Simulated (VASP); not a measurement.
Here is a VASP 6.6.1 calculation.

INCAR

```
PREC     = Accurate       # precision mode
ENCUT    = 600            # plane-wave cutoff, eV
EDIFF    = 1E-6           # SCF threshold, eV
ISMEAR   = -1             # smearing method
SIGMA    = 0.01           # smearing width, eV
LREAL    = False          # projectors in reciprocal space
LASPH    = True           # aspherical terms in the spheres
NELM     = 120            # most SCF steps
ALGO     = Normal         # electronic algorithm
ISIF     = 2              # what is computed and relaxed
LWAVE    = False          # write WAVECAR
LCHARG   = True           # write CHGCAR
GGA      = CA             # functional
LELF     = True           # ELF
LVHAR    = True         
NBANDS   = 11             # bands
GGA_COMPAT= False
```

The input KPOINTS:

```
Automatic mesh
0
Gamma
  8 8 8
```

POSCAR

```
BN
1.0
    0.0000000000      3.4953158300      2.1660912400
    1.2516321000      0.0000000000      2.1660912400
    1.2516321000      3.4953158300      0.0000000000
B N
1 1
Direct
    0.0000486500      0.0000486500      0.9999513500
    0.6666666667      0.6666666667      0.3333333333
```

Potentials or basis: VASP PAW LDA potentials, release 64 (B, N).

The run is started by

```sh
$ cat potpaw_LDA.64/B/POTCAR potpaw_LDA.64/N/POTCAR > POTCAR
$ mpirun -np 1 vasp_std > vasp.out
```

What does it give for the band gap on the k mesh?

3.61 eV (least direct gap 4.66 eV).

Estimate the pressure.

-3.9 GPa.

What does it give for the largest force?

0.013 eV/Å.

Stress tensor (GPa, compression positive):
```
-5.28  0.00  0.00
 0.00 -1.34  0.00
 0.00  0.00 -5.22
```

Caveat: the cell stands under tension. A k mesh can miss the band edges.
